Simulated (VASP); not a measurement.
# Ca3CdF8 (Cmmm) in VASP: a series of runs

The runs below take Ca3CdF8 through single point, with PBE, HSE06, PBE0.

Everything below comes from runs of VASP 6.6.1. Logs are shortened: lines on timing, memory, paths and dates and some standing lists are left out, and cuts for length are marked.

## (1) The cell of the first run

The structure is orthorhombic, space group Cmmm (No. 65). Conventional cell: a = 7.679 Å, b = 10.854 Å, c = 3.835 Å, α = 90.00°, β = 90.00°, γ = 90.00°. Ca (site symmetry 2/m) has 8 F at 2.35 Å within 3.1 Å. Ca (site symmetry mmm) has 8 F at 2.35 to 2.36 Å within 3.1 Å. F (site symmetry m) has 1 Cd at 2.34 Å and 3 Ca at 2.35 to 2.36 Å and 6 F at 2.71 to 2.72 Å within 3.1 Å. F (site symmetry m2m) has 4 Ca at 2.35 Å and 6 F at 2.72 Å within 3.1 Å. Within 3.1 Å of F (site symmetry m2m) lie 2 Cd at 2.34 Å and 2 Ca at 2.35 Å and 6 F at 2.70 to 2.72 Å. Cd (site symmetry mmm) has 8 F at 2.34 Å within 3.1 Å.

## (2) Single point, PBE, non-collinear spin, zero start, spin-orbit coupling

INCAR

```
SYSTEM = Ca3CdF8
  PREC = Accurate
  ENCUT = 520
  EDIFF = 1E-6
  ISMEAR = 0
  SIGMA = 0.01
  LREAL = .False.
  LASPH = .True.
  NELM = 150
  ALGO = Normal
  ISIF = 2
  LWAVE = .False.
  LCHARG = .False.
  MAGMOM = 0 0 0 0 0 0 0 0 0 0 0 0 0 0 0 0 0 0 0 0 0 0 0 0 0 0 0 0 0 0 0 0 0 0 0 0
  LORBIT = 11
  LSORBIT = .True.
  GGA_COMPAT = .False.
  LORBMOM = .True.
  GGA = PE
  NBANDS = 120
  KPAR = 4
```

KPOINTS

```
regular mesh
0
Gamma
  4 4 6
  0 0 0
```

POSCAR

```
Ca3CdF8
1.0
    3.8394915705     -5.4268058284      0.0000000000
    3.8394915705      5.4268058284      0.0000000000
    0.0000000000      0.0000000000      3.8351405034
Ca F Cd
3 8 1
Direct
    0.0000000000      0.5000000000      0.0000000000
    0.0000000000      0.0000000000      0.5000000000
    0.5000000000      0.0000000000      0.0000000000
    0.3757082200      0.1261540443      0.5000000000
    0.1261540443      0.3757082200      0.5000000000
    0.8746346378      0.1253653622      0.0000000000
    0.6243384309      0.3756615691      0.0000000000
    0.3756615691      0.6243384309      0.0000000000
    0.1253653622      0.8746346378      0.0000000000
    0.8738459557      0.6242917800      0.5000000000
    0.6242917800      0.8738459557      0.5000000000
    0.5000000000      0.5000000000      0.5000000000
```

Potentials or basis: VASP PAW PBE potentials, release 64 (Ca_sv, F, Cd).

The run is started by

```bash
$ cat potpaw_PBE.64/Ca_sv/POTCAR potpaw_PBE.64/F/POTCAR potpaw_PBE.64/Cd/POTCAR > POTCAR
$ mpirun -np 4 vasp_ncl > vasp.out
```

OUTCAR:

```text
SYSTEM = Ca3CdF8
   PREC = Accurate
   ENCUT = 520
   EDIFF = 1E-6
   ISMEAR = 0
   LREAL = .False.
   LASPH = .True.
   NELM = 150
   ISIF = 2
   LORBIT = 11
   LSORBIT = .True.
   GGA = PE

 ion  position               nearest neighbor table
   1  0.000  0.500  0.000-   6 2.35   9 2.35   5 2.35  10 2.35   5 2.35  10 2.35   8 2.35   7 2.35

   2  0.000  0.000  0.500-   6 2.35   9 2.35   6 2.35   9 2.35  10 2.36  11 2.36   4 2.36   5 2.36

   3  0.500  0.000  0.000-   6 2.35   9 2.35   4 2.35  11 2.35   4 2.35  11 2.35   7 2.35   8 2.35

   4  0.376  0.126  0.500-  12 2.34   3 2.35   3 2.35   2 2.36
   5  0.126  0.376  0.500-  12 2.34   1 2.35   1 2.35   2 2.36
   6  0.875  0.125  0.000-   1 2.35   3 2.35   2 2.35   2 2.35
   7  0.624  0.376  0.000-  12 2.34  12 2.34   3 2.35   1 2.35
   8  0.376  0.624  0.000-  12 2.34  12 2.34   1 2.35   3 2.35
   9  0.125  0.875  0.000-   1 2.35   3 2.35   2 2.35   2 2.35
  10  0.874  0.624  0.500-  12 2.34   1 2.35   1 2.35   2 2.36
  11  0.624  0.874  0.500-  12 2.34   3 2.35   3 2.35   2 2.36
  12  0.500  0.500  0.500-   4 2.34   5 2.34  10 2.34  11 2.34   7 2.34   8 2.34   7 2.34   8 2.34

  LATTYP: Found a base centered orthorhombic cell.
 ALAT       =     7.6789831410
 B/A-ratio  =     1.4134178260
 C/A-ratio  =     0.4994333798

  Lattice vectors:

 A1 = (   3.8394915705,  -5.4268058284,   0.0000000000)
 A2 = (   3.8394915705,   5.4268058284,   0.0000000000)
 A3 = (   0.0000000000,   0.0000000000,   3.8351405034)

Analysis of symmetry for initial positions (statically):
=====================================================================
 Subroutine PRICEL returns:
 Original cell was already a primitive cell.

 Routine SETGRP: Setting up the symmetry group for a
 base centered orthorhombic supercell.

 Subroutine GETGRP returns: Found  8 space group operations
 (whereof  8 operations were pure point group operations)
 out of a pool of  8 trial point group operations.

The static configuration has the point symmetry D_2h.

Analysis of symmetry for dynamics (positions and initial velocities):
=====================================================================
 Subroutine PRICEL returns:
 Original cell was already a primitive cell.

 Routine SETGRP: Setting up the symmetry group for a
 base centered orthorhombic supercell.

 Subroutine GETGRP returns: Found  8 space group operations
 (whereof  8 operations were pure point group operations)
 out of a pool of  8 trial point group operations.

The dynamic configuration has the point symmetry D_2h.

Analysis of structural, dynamic, and magnetic symmetry:
=====================================================================
 Subroutine PRICEL returns:
 Original cell was already a primitive cell.

 Routine SETGRP: Setting up the symmetry group for a
 base centered orthorhombic supercell.

 Subroutine GETGRP returns: Found  8 space group operations
 (whereof  8 operations were pure point group operations)
 out of a pool of  8 trial point group operations.

The overall configuration has the point symmetry D_2h.

 Subroutine INISYM returns: Found  8 space group operations
 (whereof  8 operations are pure point group operations),
 and found     1 'primitive' translations

----------------------------------------------------------------------------------------

                                     Primitive cell

  volume of cell :     159.8193

  direct lattice vectors                    reciprocal lattice vectors
     3.839491570 -5.426805828  0.000000000     0.130225576 -0.092135229  0.000000000
     3.839491570  5.426805828  0.000000000     0.130225576  0.092135229  0.000000000
     0.000000000  0.000000000  3.835140503     0.000000000  0.000000000  0.260746640

  length of vectors
     6.647700130  6.647700130  3.835140503     0.159523042  0.159523042  0.260746640

  position of ions in fractional coordinates (direct lattice)
     0.000000000  0.500000000  0.000000000
     0.000000000  0.000000000  0.500000000
     0.500000000  0.000000000  0.000000000
     0.375708220  0.126154044  0.500000000
     0.126154044  0.375708220  0.500000000
     0.874634638  0.125365362  0.000000000
     0.624338431  0.375661569  0.000000000
     0.375661569  0.624338431  0.000000000
     0.125365362  0.874634638  0.000000000
     0.873845956  0.624291780  0.500000000
     0.624291780  0.873845956  0.500000000
     0.500000000  0.500000000  0.500000000

  ion indices of the primitive-cell ions
   primitive index   ion index
                 1           1
                 2           2
                 3           3
                 4           4
                 5           5
                 6           6
                 7           7
                 8           8
                 9           9
                10          10
                11          11
[... 2859 lines left out ...]

 VOLUME and BASIS-vectors are now :
[... 53 lines left out ...]
 ----------------------------------------
  1         0.000   0.000   0.000
  2         0.000   0.000   0.000
  3         0.000   0.000   0.000
  4         0.000   0.000   0.000
  5         0.000   0.000   0.000
  6         0.000   0.000   0.000
  7        -0.000   0.000  -0.000
  8         0.000   0.000   0.000
  9         0.000   0.000   0.000
 10         0.000   0.000   0.000
 11         0.000   0.000   0.000
 12         0.000   0.000   0.000
 ----------------------------------------
            0.000   0.000   0.000

 orbital moment (z)

 # of ion     p       d       tot
 ----------------------------------------
  1         0.000  -0.000   0.000
  2         0.000   0.000   0.000
  3        -0.000   0.000  -0.000
  4        -0.000   0.000  -0.000
  5         0.000   0.000   0.000
  6         0.000   0.000   0.000
  7         0.000   0.000   0.000
  8         0.000   0.000   0.000
  9         0.000   0.000   0.000
 10         0.000   0.000   0.000
 11        -0.000   0.000  -0.000
 12         0.000   0.000   0.000
 ----------------------------------------
           -0.000   0.000  -0.000

 Spin-Orbit-Coupling matrix elements

 Ion:    1  E_soc:     -0.0056491
 l=   1
     0.0000000    -0.0009401    -0.0009401
    -0.0009401     0.0000000    -0.0009405
    -0.0009401    -0.0009405     0.0000000
 l=   2
     0.0000000    -0.0000004     0.0000000    -0.0000002    -0.0000011
    -0.0000004     0.0000000    -0.0000009    -0.0000002    -0.0000002
     0.0000000    -0.0000009     0.0000000    -0.0000007     0.0000000
    -0.0000002    -0.0000002    -0.0000007     0.0000000    -0.0000002
    -0.0000011    -0.0000002     0.0000000    -0.0000002     0.0000000
 l=   3
     0.0000000     0.0000000     0.0000000     0.0000000     0.0000000     0.0000000     0.0000000
     0.0000000     0.0000000     0.0000000     0.0000000     0.0000000     0.0000000     0.0000000
     0.0000000     0.0000000     0.0000000     0.0000000     0.0000000     0.0000000     0.0000000
     0.0000000     0.0000000     0.0000000     0.0000000     0.0000000     0.0000000     0.0000000
[... 209 lines left out ...]
 l=   2
     0.0000000    -0.0012399     0.0000000    -0.0012867    -0.0051076
    -0.0012399     0.0000000    -0.0037886    -0.0012870    -0.0013105
     0.0000000    -0.0037886     0.0000000    -0.0038585     0.0000000
    -0.0012867    -0.0012870    -0.0038585     0.0000000    -0.0012872
    -0.0051076    -0.0013105     0.0000000    -0.0012872     0.0000000
 l=   3
     0.0000000     0.0000000     0.0000000     0.0000000     0.0000000     0.0000000     0.0000000
     0.0000000     0.0000000     0.0000000     0.0000000     0.0000000     0.0000000     0.0000000
     0.0000000     0.0000000     0.0000000     0.0000000     0.0000000     0.0000000     0.0000000
     0.0000000     0.0000000     0.0000000     0.0000000     0.0000000     0.0000000     0.0000000
     0.0000000     0.0000000     0.0000000     0.0000000     0.0000000     0.0000000     0.0000000
     0.0000000     0.0000000     0.0000000     0.0000000     0.0000000     0.0000000     0.0000000
     0.0000000     0.0000000     0.0000000     0.0000000     0.0000000     0.0000000     0.0000000

 total charge

# of ion       s       p       d       tot
------------------------------------------
    1        2.022   5.873   0.223   8.119
    2        2.022   5.873   0.222   8.117
    3        2.022   5.873   0.223   8.119
    4        1.735   4.381   0.000   6.117
    5        1.735   4.381   0.000   6.117
    6        1.734   4.394   0.000   6.128
    7        1.737   4.368   0.000   6.105
    8        1.737   4.368   0.000   6.105
    9        1.734   4.394   0.000   6.128
   10        1.735   4.381   0.000   6.117
   11        1.735   4.381   0.000   6.117
   12        0.230   0.191   9.689  10.110
--------------------------------------------------
tot         20.179  52.859  10.358  83.396

 magnetization (x)

# of ion       s       p       d       tot
------------------------------------------
    1        0.000   0.000   0.000   0.000
    2        0.000   0.000   0.000   0.000
    3        0.000   0.000   0.000   0.000
    4        0.000   0.000   0.000   0.000
    5        0.000   0.000   0.000   0.000
    6        0.000   0.000   0.000   0.000
    7        0.000   0.000   0.000   0.000
    8        0.000   0.000   0.000   0.000
    9        0.000   0.000   0.000   0.000
   10        0.000   0.000   0.000   0.000
   11        0.000   0.000   0.000   0.000
   12        0.000   0.000   0.000   0.000
--------------------------------------------------
tot          0.000   0.000   0.000   0.000

 magnetization (y)

# of ion       s       p       d       tot
------------------------------------------
    1        0.000   0.000   0.000   0.000
    2        0.000   0.000   0.000   0.000
    3        0.000   0.000   0.000   0.000
    4        0.000   0.000   0.000   0.000
    5        0.000   0.000   0.000   0.000
    6        0.000   0.000   0.000   0.000
    7        0.000   0.000   0.000   0.000
    8        0.000   0.000   0.000   0.000
    9        0.000   0.000   0.000   0.000
   10        0.000   0.000   0.000   0.000
   11        0.000   0.000   0.000   0.000
   12        0.000   0.000   0.000   0.000
--------------------------------------------------
tot          0.000   0.000   0.000   0.000

 magnetization (z)

# of ion       s       p       d       tot
------------------------------------------
    1        0.000   0.000  -0.000   0.000
    2       -0.000   0.000  -0.000  -0.000
    3       -0.000  -0.000   0.000  -0.000
    4        0.000   0.000   0.000   0.000
    5       -0.000  -0.000   0.000  -0.000
    6        0.000   0.000   0.000   0.000
    7        0.000   0.000   0.000   0.000
    8        0.000   0.000   0.000   0.000
    9        0.000   0.000   0.000   0.000
   10       -0.000  -0.000   0.000  -0.000
   11        0.000   0.000   0.000   0.000
   12       -0.000  -0.000   0.000   0.000
--------------------------------------------------
tot          0.000  -0.000   0.000   0.000
```

It took 4.3 min on 4 MPI ranks of Intel Xeon 6975P-C (Granite Rapids), shared host; peak memory 1.1 GiB.

Results:

* Free energy: -62.8394 eV
* Pressure: 4.3 GPa
* Largest force: 0.102 eV/Å
* Net moment: 0.00 μB per cell
* Valence electrons inside the program's atomic spheres: Ca 8.12; F 6.12, 6.13, 6.11 (each value once); Cd 10.11

Forces on the atoms (eV/Å):
```
Ca   0.000  0.000  0.000
Ca   0.000  0.000  0.000
Ca   0.000  0.000  0.000
F   -0.073 -0.053  0.000
F   -0.073  0.053  0.000
F    0.000  0.002  0.000
F    0.000 -0.102  0.000
F    0.000  0.102  0.000
F    0.000 -0.002  0.000
F    0.073 -0.053  0.000
F    0.073  0.053  0.000
Cd   0.000  0.000  0.000
```

Moments on the atoms (μB; x, y, z):
```
Ca  0.00 0.00 0.00
Ca  0.00 0.00 0.00
Ca  0.00 0.00 0.00
F   0.00 0.00 0.00
F   0.00 0.00 0.00
F   0.00 0.00 0.00
F   0.00 0.00 0.00
F   0.00 0.00 0.00
F   0.00 0.00 0.00
F   0.00 0.00 0.00
F   0.00 0.00 0.00
Cd  0.00 0.00 0.00
```

Caveat: the cell stands under pressure.

## (3) Single point, HSE06

POSCAR is that of step 2.

INCAR.step1

```
PREC     = Accurate       # precision mode
ENCUT    = 520            # plane-wave cutoff, eV
EDIFF    = 1E-5           # SCF threshold, eV
ISMEAR   = 0              # smearing method
SIGMA    = 0.01           # smearing width, eV
LREAL    = False          # projectors in reciprocal space
LASPH    = True           # aspherical terms in the spheres
NELM     = 60             # most SCF steps
ALGO     = Normal         # electronic algorithm
ISIF     = 2              # what is computed and relaxed
LWAVE    = True           # write WAVECAR
LCHARG   = False          # write CHGCAR
NBANDS   = 61             # bands
GGA      = PE             # functional
KPAR     = 4
```

INCAR.step2

```
PREC     = Accurate       # precision mode
ENCUT    = 520            # plane-wave cutoff, eV
EDIFF    = 1E-6           # SCF threshold, eV
ISMEAR   = 0              # smearing method
SIGMA    = 0.01           # smearing width, eV
LREAL    = False          # projectors in reciprocal space
LASPH    = True           # aspherical terms in the spheres
NELM     = 60             # most SCF steps
ALGO     = Normal         # electronic algorithm
ISIF     = 2              # what is computed and relaxed
LWAVE    = False          # write WAVECAR
LCHARG   = False          # write CHGCAR
GGA      = PE             # functional
LHFCALC  = True           # exact exchange
HFSCREEN = 0.2079         # screening, 1/A
PRECFOCK = Fast         
NBANDS   = 61             # bands
ISTART   = 1            
KPAR     = 4
```

KPOINTS

```
regular mesh
0
Gamma
  2 2 4
```

Potentials or basis: VASP PAW PBE potentials, release 64 (Ca_sv, F, Cd).

The run is started by

```bash
$ cat potpaw_PBE.64/Ca_sv/POTCAR potpaw_PBE.64/F/POTCAR potpaw_PBE.64/Cd/POTCAR > POTCAR
$ cp INCAR.step1 INCAR
$ mpirun -np 4 vasp_std > vasp.out
$ cp INCAR.step2 INCAR
$ mpirun -np 4 vasp_std > vasp.out
```

Wall time 12 min (4 MPI ranks of Intel Xeon 6975P-C (Granite Rapids), shared host); peak memory 0.46 GiB.

Results (log left out):

* Free energy: -76.1329 eV
* Pressure: 2.0 GPa
* Largest force: 0.029 eV/Å
* Band gap on the k mesh: 7.41 eV (least direct gap 7.48 eV)

Forces on the atoms (eV/Å):
```
Ca   0.000  0.000  0.000
Ca   0.000  0.000  0.000
Ca   0.000  0.000  0.000
F   -0.022 -0.014  0.000
F   -0.022  0.014  0.000
F    0.000 -0.002  0.000
F    0.000 -0.029  0.000
F    0.000  0.029  0.000
F    0.000  0.002  0.000
F    0.022 -0.014  0.000
F    0.022  0.014  0.000
Cd   0.000  0.000  0.000
```

Levels at points of the mesh, in eV from the valence-band top:
```
           k point  band 47  band 48  band 49  band 50  band 51  band 52
(0.00, 0.00, 0.00)    -0.26    -0.23    -0.07     7.41    10.52    11.65
(0.50, 0.00, 0.00)    -0.44    -0.27    -0.11     8.15    10.21    10.72
(0.50, 0.50, 0.00)    -0.49    -0.08    -0.06     8.39    10.31    10.80
(0.00, 0.00, 0.50)    -0.32    -0.23     0.00     9.70    10.65    10.78
(0.50, 0.00, 0.50)    -0.41    -0.15    -0.12     9.87    10.69    10.73
(0.50, 0.50, 0.50)    -0.23    -0.22    -0.04     9.60    10.70    10.73
```

Caveat: the k points lie up to 0.50 Å⁻¹ apart; the PAW data sets were made with another functional, which shifts forces and pressure a little. A k mesh can miss the band edges.

## (4) Single point, PBE0

POSCAR is that of step 3.

INCAR.step1

```
SYSTEM = Ca3CdF8
ALGO = Normal ; EDIFF = 1E-5
ENCUT = 520 ; GGA = PE
ISIF = 2 ; ISMEAR = 0
KPAR = 4 ; LASPH = .True.
LREAL = .False. ; LWAVE = .True.
NBANDS = 61 ; NELM = 80
PREC = Accurate ; SIGMA = 0.01
```

INCAR.step2

```
SYSTEM = Ca3CdF8
AEXX = 0.25 ; ALGO = Normal
EDIFF = 1E-6 ; ENCUT = 520
GGA = PE ; ISIF = 2
ISMEAR = 0 ; ISTART = 1
KPAR = 4 ; LASPH = .True.
LCHARG = .True. ; LHFCALC = .True.
LREAL = .False. ; LVHAR = .True.
LWAVE = .False. ; NBANDS = 61
NELM = 80 ; PREC = Accurate
PRECFOCK = Fast ; SIGMA = 0.01
```

KPOINTS

```
k-points
0
Gamma
  2 2 4
  0 0 0
```

The run is started by

```bash
$ cat potpaw_PBE.64/Ca_sv/POTCAR potpaw_PBE.64/F/POTCAR potpaw_PBE.64/Cd/POTCAR > POTCAR
$ cp INCAR.step1 INCAR
$ mpirun -np 4 vasp_std > vasp.out
$ cp INCAR.step2 INCAR
$ mpirun -np 4 vasp_std > vasp.out
```

It took 11 min on 4 MPI ranks of Intel Xeon 6975P-C (Granite Rapids), shared host; peak memory 0.36 GiB.

The run converged. Its results:

```yaml
Free_energy: -79.0917 eV
Pressure: 1.7 GPa
Largest_force: 0.026 eV/Å
Band_gap_on_the_k_mesh: 8.19 eV (least direct gap 8.26 eV)
```

Forces on the atoms (eV/Å):
```
Ca   0.000  0.000  0.000
Ca   0.000  0.000  0.000
Ca   0.000  0.000  0.000
F   -0.020 -0.013  0.000
F   -0.020  0.013  0.000
F    0.000 -0.001  0.000
F    0.000 -0.026  0.000
F    0.000  0.026  0.000
F    0.000  0.001  0.000
F    0.020 -0.013  0.000
F    0.020  0.013  0.000
Cd   0.000  0.000  0.000
```

Levels at points of the mesh, in eV from the valence-band top:
| k point | band 46 | band 47 | band 48 | band 49 | band 50 | band 51 | band 52 | band 53 |
| --- | --- | --- | --- | --- | --- | --- | --- | --- |
| (0.00, 0.00, 0.00) | -0.54 | -0.26 | -0.23 | -0.07 | 8.19 | 11.32 | 12.45 | 12.54 |
| (0.50, 0.00, 0.00) | -0.68 | -0.44 | -0.27 | -0.11 | 8.94 | 10.99 | 11.51 | 11.98 |
| (0.50, 0.50, 0.00) | -0.51 | -0.49 | -0.08 | -0.06 | 9.18 | 11.10 | 11.59 | 11.95 |
| (0.00, 0.00, 0.50) | -0.34 | -0.32 | -0.23 | 0.00 | 10.50 | 11.45 | 11.57 | 11.91 |
| (0.50, 0.00, 0.50) | -0.65 | -0.41 | -0.15 | -0.12 | 10.66 | 11.48 | 11.53 | 11.87 |
| (0.50, 0.50, 0.50) | -0.24 | -0.24 | -0.23 | -0.04 | 10.40 | 11.50 | 11.53 | 12.72 |

Caveat: the k points lie up to 0.50 Å⁻¹ apart; the PAW data sets were made with another functional, which shifts forces and pressure a little.

## (5) The runs side by side

```tsv
level	spin	k mesh	grid for exact exchange (PRECFOCK)	share of exact exchange	screening parameter	gap on the mesh (eV)	pressure (GPa)	largest force (eV/Å)
PBE	non-collinear, zero start, SOC	4 × 4 × 6	-	-	-	-	4.3	0.10
HSE06	off	2 × 2 × 4	Fast	0.25	0.2079 1/Å	7.41	2.0	0.03
PBE0	off	2 × 2 × 4	Fast	0.25	-	8.19	1.7	0.03
```

Alike in all rows: task single point; potentials or basis VASP PAW PBE potentials, release 64 (Ca_sv, F, Cd); cell as given; cutoff (eV) 520; smearing gaussian 0.01 eV.

Caveats: some runs use coarse meshes; the PAW data sets were made with another functional, which shifts forces and pressure a little (at least some runs); the cell stands under pressure (at least some runs).

Absolute energies hang on the potentials; compare differences alone.
